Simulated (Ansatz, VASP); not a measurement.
Rb3NaO2: VASP beside Ansatz

```
Rb Na O
1.0
     6.23376    0.00000    0.01916
     0.00000    4.17091    0.00000
    -0.92993    0.00000    6.19591
Rb Na O
3 1 2
Direct
  0.41845 0.50000 0.50579
  0.60305 0.00000 0.06322
  0.97544 0.00000 0.69078
  0.04168 0.50000 0.12957
  0.18205 0.00000 0.27107
  0.75384 0.50000 0.84187
```

Alike in both runs: functional PBE; k mesh 6 × 8 × 6; no spin polarisation.

Ansatz relaxed the structure, and its values are those at the end. VASP's run is a single point on that final structure, the one shown.

```csv
,VASP,Ansatz
version,VASP 6.6.1,Ansatz 0.2.0
potentials or method,"VASP PAW PBE potentials, release 64 (Rb_sv, Na_pv, O), cutoff 520 eV","scalar-relativistic, plane waves, PAW"
occupations,"gaussian, width 0.01 eV",fixed
valence electrons in the cell,46,48
```

Ansatz gave:

| Quantity | Value |
| --- | --- |
| gap on the k mesh at the Fermi level (eV) | 0.61 |
| least direct gap on the mesh (eV) | 0.76 |
| pressure (GPa) | 0.0 |
| rms of the force components (eV/Å) | 0.000 |

Task: Which values does VASP return?

Result: gap on the k mesh at the Fermi level (eV): 0.60; least direct gap on the mesh (eV): 0.75; pressure (GPa): 0.1; rms of the force components (eV/Å): 0.005.

VASP's potentials hold 46 valence electrons a cell and Ansatz's 48, so a difference there can come from the potentials and not from the codes.
